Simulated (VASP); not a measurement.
Runs of VASP 6.6.1 on LaS. The structure is that of space group Fm-3m (No. 225), or close to it. The cells are those of the table. 

```csv
cell,gap on the mesh (eV),pressure (GPa)
"a = 4.083 Å, angles 60.0°, 2 atoms",none,(b)
"a = 4.167 Å, angles 60.0°, 2 atoms",none,(a)
"a = 4.194 Å, angles 60.0°, 2 atoms",none,-6.6
"a = 4.221 Å, angles 60.0°, 2 atoms",none,-7.7
"a = 4.112 Å, angles 60.0°, 2 atoms",none,-2.2
"a = 4.139 Å, angles 60.0°, 2 atoms",none,-3.8
"a = 4.055 Å, angles 60.0°, 2 atoms",none,1.7
```

Alike in all rows: task single point; level LDA; potentials or basis VASP PAW LDA potentials, release 64 (La, S); no spin polarisation; k mesh 7 × 7 × 7; cutoff (eV) 520; smearing methfessel-paxton 0.01 eV.

Estimate the missing entries.

(a) -5.3; (b) -0.4.

Caveats: spin-orbit coupling is left out, which moves the levels of the heavy elements.

A k mesh can miss the band edges, and the runs leave out spin-orbit coupling on La.

A gap of «none» marks levels without a gap at the run's occupations.
